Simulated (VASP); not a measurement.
# W (Fd-3m) in VASP: electric field gradients with PBEsol

Aim: the electric field gradients of W with PBEsol.

All numbers are computed with VASP 6.6.1; they aren't measurements. Logs are shortened: lines on timing, memory, paths and dates and some standing lists are left out, and cuts for length are marked.

### Step 1. The cell of the first run

The structure is cubic, space group Fd-3m (No. 227). The conventional cell has a = 5.445 Å, b = 5.445 Å, c = 5.445 Å, α = 90.00°, β = 90.00°, γ = 90.00°. W (site symmetry -43m) has 4 W at 2.36 Å within 3.1 Å.

This isn't the form of W at room conditions, which is bcc.

### Step 2. Electric field gradients, PBEsol

The input, INCAR:

```
SYSTEM = W
ALGO = Normal
EDIFF = 1E-8
ENCUT = 520
GGA = PS
ISIF = 2
ISMEAR = -1
LASPH = .TRUE.
LCHARG = .FALSE.
LEFG = .TRUE.
LREAL = .FALSE.
LWAVE = .FALSE.
NBANDS = 21
NELM = 100
PREC = Accurate
SIGMA = 0.05
```

The input, KPOINTS:

```
k-points
0
G
  10 10 10
  0 0 0
```

The input, POSCAR:

```
W
1.0
    0.0000000000      2.7225927735      2.7225927735
    2.7225927735      0.0000000000      2.7225927735
    2.7225927735      2.7225927735      0.0000000000
W
2
Direct
   -0.1250000000     -0.1250000000     -0.1250000000
    0.1250000000      0.1250000000      0.1250000000
```

Potentials or basis: VASP PAW PBE potentials, release 64 (W_sv).

Launch:

```console
cat potpaw_PBE.64/W_sv/POTCAR > POTCAR
mpirun -np 1 vasp_std > vasp.out
```

OUTCAR:

```text
SYSTEM = W
   EDIFF = 1E-8
   ENCUT = 520
   GGA = PS
   ISIF = 2
   ISMEAR = -1
   LASPH = .TRUE.
   LREAL = .FALSE.
   NELM = 100
   PREC = Accurate

 ion  position               nearest neighbor table
   1  0.875  0.875  0.875-   2 2.36   2 2.36   2 2.36   2 2.36
   2  0.125  0.125  0.125-   1 2.36   1 2.36   1 2.36   1 2.36

  LATTYP: Found a face centered cubic cell.
 ALAT       =     5.4451855470

  Lattice vectors:

 A1 = (   0.0000000000,   2.7225927735,   2.7225927735)
 A2 = (   2.7225927735,   0.0000000000,   2.7225927735)
 A3 = (   2.7225927735,   2.7225927735,   0.0000000000)

Analysis of symmetry for initial positions (statically):
=====================================================================
 Subroutine PRICEL returns:
 Original cell was already a primitive cell.

 Routine SETGRP: Setting up the symmetry group for a
 face centered cubic supercell.

 Subroutine GETGRP returns: Found 48 space group operations
 (whereof 12 operations were pure point group operations)
 out of a pool of 48 trial point group operations.

The static configuration has the point symmetry D_3d.
 The point group associated with its full space group is O_h .

Analysis of symmetry for dynamics (positions and initial velocities):
=====================================================================
 Subroutine PRICEL returns:
 Original cell was already a primitive cell.

 Routine SETGRP: Setting up the symmetry group for a
 face centered cubic supercell.

 Subroutine GETGRP returns: Found 48 space group operations
 (whereof 12 operations were pure point group operations)
 out of a pool of 48 trial point group operations.

The dynamic configuration has the point symmetry D_3d.
 The point group associated with its full space group is O_h .

 Subroutine INISYM returns: Found 48 space group operations
 (whereof 12 operations are pure point group operations),
 and found     1 'primitive' translations

----------------------------------------------------------------------------------------

                                     Primitive cell

  volume of cell :      40.3625

  direct lattice vectors                    reciprocal lattice vectors
     0.000000000  2.722592774  2.722592774    -0.183648471  0.183648471  0.183648471
[... 123 lines left out ...]

 number of electron      28.0000002 magnetization

 Free energy of the ion-electron system (eV)
  ---------------------------------------------------
  ext. energy  EPLUGINS =         0.00000000
  ---------------------------------------------------
  free energy    TOTEN  =       -21.30274815 eV

  energy without entropy =      -21.28208939  energy(sigma->0) =      -21.29241877

 E-fermi :   7.2534     XC(G=0): -11.9584

 val. band max:        7.2402612343   @ k =  -0.4000   0.4000   0.0000
 cond. band min:       7.2611528621   @ k =  -0.4000   0.3000   0.0000
 fundamental gap:      0.0208916278
 Fermi energy:         7.2534462471

 k-point     1 :       0.0000    0.0000    0.0000
  band No.  band energies     occupation
      1     -65.8984      2.00000
      2     -65.2218      2.00000
      3     -30.7718      2.00000
      4     -30.7718      2.00000
      5     -30.7718      2.00000
      6     -29.2203      2.00000
[... 565 lines left out ...]
     20      15.1196      0.00000
     21      15.8658      0.00000

 [... further k-points ...]

------------------------ aborting loop because EDIFF is reached ----------------------------------------

  FORCE on cell =-STRESS in cart. coord.  units (eV):
  Direction    XX          YY          ZZ          XY          YZ          ZX
  --------------------------------------------------------------------------------------
  -------------------------------------------------------------------------------------
  Total        7.9618827      7.9618827      7.9618827      0.0000000      0.0000000      0.0000000
  in kB      316.0445459    316.0445459    316.0445459      0.0000000      0.0000000      0.0000000
  external PRESSURE =     316.0445459 kB  Pullay stress =       0.0000000 kB

 VOLUME and BASIS-vectors are now :
 -----------------------------------------------------------------------------
  energy-cutoff  :      520.00
  volume of cell :       40.36
      direct lattice vectors                 reciprocal lattice vectors
     0.000000000  2.722592774  2.722592774    -0.183648471  0.183648471  0.183648471
     2.722592774  0.000000000  2.722592774     0.183648471 -0.183648471  0.183648471
     2.722592774  2.722592774  0.000000000     0.183648471  0.183648471 -0.183648471

 POSITION                                       TOTAL-FORCE (eV/Angst)
 -----------------------------------------------------------------------------------
      4.76454      4.76454      4.76454         0.000000      0.000000      0.000000
      0.68065      0.68065      0.68065        -0.000000     -0.000000     -0.000000
 -----------------------------------------------------------------------------------
    total drift:                               -0.000000      0.000000      0.000000

  FREE ENERGIE OF THE ION-ELECTRON SYSTEM (eV)
  ---------------------------------------------------
  free  energy   TOTEN  =       -21.3027481484 eV

  energy  without entropy=      -21.2820893916  energy(sigma->0) =      -21.29241877

 Electric field gradients (V/A^2)
---------------------------------------------------------------------
 ion       V_xx      V_yy      V_zz      V_xy      V_xz      V_yz
---------------------------------------------------------------------
   1       0.000     0.000     0.000    -0.000    -0.000    -0.000
   2       0.000     0.000    -0.000    -0.000    -0.000    -0.000
---------------------------------------------------------------------

 Electric field gradients after diagonalization (V/A^2)
 (convention: |V_zz| > |V_xx| > |V_yy|)
----------------------------------------------------------------------
 ion       V_xx      V_yy      V_zz     asymmetry (V_yy - V_xx)/ V_zz
----------------------------------------------------------------------
   1       0.000     0.000    -0.001       0.000
   2       0.000     0.000    -0.001       0.000
----------------------------------------------------------------------

           NMR quadrupolar parameters

 Cq : quadrupolar parameter    Cq=e*Q*V_zz/h
 eta: asymmetry parameters     (V_yy - V_xx)/ V_zz
 Q  : nuclear electric quadrupole moment in mb (millibarn)
----------------------------------------------------------------------
 ion       Cq(MHz)       eta       Q (mb)
----------------------------------------------------------------------
   1      -0.000       0.000       1.000
   2      -0.000       0.000       1.000
----------------------------------------------------------------------
```

Wall time 60 s (1 thread of Intel Xeon Platinum 8488C (Sapphire Rapids), shared host); peak memory 0.18 GiB.

Results:

| Property | Result |
| --- | --- |
| Free energy | -21.3027 eV |
| Pressure | 31.6 GPa |
| Band gap on the k mesh | zero (bands 14 and 15 overlap by 0.81 eV) |
| Largest electric field gradient by atom | zero within the noise of the run |

Caveat: the cell stands under pressure; the PAW data sets were made with another functional, which shifts forces and pressure a little; spin-orbit coupling is left out, which moves the levels of the heavy elements.
